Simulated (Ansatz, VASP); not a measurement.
Two plane-wave programs on H2CO2

```
O C H
1.0
     7.38766    0.00000    0.00000
     0.00000    7.38766    0.00000
     0.00000    0.00000    7.38766
O C H
16 8 16
Direct
  0.00014 0.24740 0.60377
  0.27189 0.14925 0.70443
  0.83570 0.82183 0.18892
  0.90996 0.08078 0.04295
  0.22090 0.45686 0.17419
  0.36936 0.50085 0.90993
  0.59364 0.95852 0.51660
  0.37111 0.74550 0.48949
  0.69820 0.37588 0.85300
  0.82767 0.65206 0.87720
  0.80095 0.47146 0.27329
  0.59000 0.37483 0.47718
  0.47168 0.84725 0.85356
  0.52876 0.04327 0.07976
  0.21978 0.00828 0.32786
  0.22034 0.80621 0.09998
  0.18235 0.25269 0.61319
  0.86804 0.99867 0.17983
  0.34392 0.41499 0.05030
  0.52713 0.79099 0.52056
  0.83420 0.48589 0.88348
  0.67715 0.35653 0.33896
  0.55591 0.98509 0.92595
  0.22246 0.96428 0.15530
  0.95895 0.15271 0.68775
  0.23845 0.35953 0.52489
  0.84784 0.76596 0.06424
  0.86038 0.05965 0.31568
  0.18033 0.58532 0.15106
  0.42491 0.29509 0.08755
  0.49621 0.04974 0.50780
  0.63263 0.69174 0.55578
  0.57769 0.44105 0.84151
  0.95900 0.41057 0.91531
  0.80776 0.58332 0.34437
  0.66213 0.24283 0.24404
  0.37065 0.80521 0.93473
  0.65618 0.04605 0.83481
  0.25467 0.89574 0.40158
  0.21244 0.08067 0.06438
```

Alike in both runs: functional PBE; dispersion D3(BJ); k mesh 1 × 1 × 1; occupations fermi-dirac, width 0.02 eV; no spin polarisation.

Ansatz relaxed the structure, and its values are those at the end. VASP's run is a single point on that final structure, the one shown.

```csv
,VASP,Ansatz
version,VASP 6.6.1,Ansatz 0.2.0
potentials or method,"VASP PAW PBE potentials, release 64 (O, C, H), cutoff 520 eV","scalar-relativistic, plane waves, PAW"
valence electrons in the cell,144,144
```

|  | VASP | Ansatz | Ansatz less VASP |
| --- | --- | --- | --- |
| rms of the force components (eV/Å) | 0.173 | 0.067 | -0.1061 |

One of these differences is far larger than is usual between the two programs; its cause wasn't traced.

Noted on VASP's run: the standard files for N, O and F lose accuracy on very short bonds.
